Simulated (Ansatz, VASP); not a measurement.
## Two plane-wave programs on PbSe

```xyz
2
Lattice="0.0000 3.0516 3.0516 3.0516 0.0000 3.0516 3.0516 3.0516 0.0000" Properties=species:S:1:pos:R:3 pbc="T T T"
Pb    0.0000    0.0000    0.0000
Se    3.0516    3.0516    3.0516
```

Alike in both runs: task single point; functional PBEsol; k mesh 12 × 12 × 12; occupations gaussian, width 0.01 eV; no spin polarisation.

|  | VASP | Ansatz |
| --- | --- | --- |
| version | VASP 6.6.1 | Ansatz 0.2.0 |
| potentials or method | VASP PAW PBE potentials, release 64 (Pb_d, Se), cutoff 520 eV | scalar-relativistic, plane waves, PAW |
| valence electrons in the cell | 20 | 30 |

VASP gave:

| Item | Value |
| --- | --- |
| gap on the k mesh at the Fermi level (eV) | 0.17 |
| least direct gap on the mesh (eV) | 0.17 |
| pressure (GPa) | 0.0 |

**Question.** Which values does Ansatz return?

**Answer.** gap on the k mesh at the Fermi level (eV): 0.18; least direct gap on the mesh (eV): 0.18; pressure (GPa): 0.0.

VASP's potentials were made for PBE, not for PBEsol, and Ansatz warns of the same on its side. With one functional, cell and mesh, what is left measures potentials, basis and numerics. VASP's potentials hold 20 valence electrons a cell and Ansatz's 30, so a difference there can come from the potentials and not from the codes.

Spin-orbit coupling is off throughout.
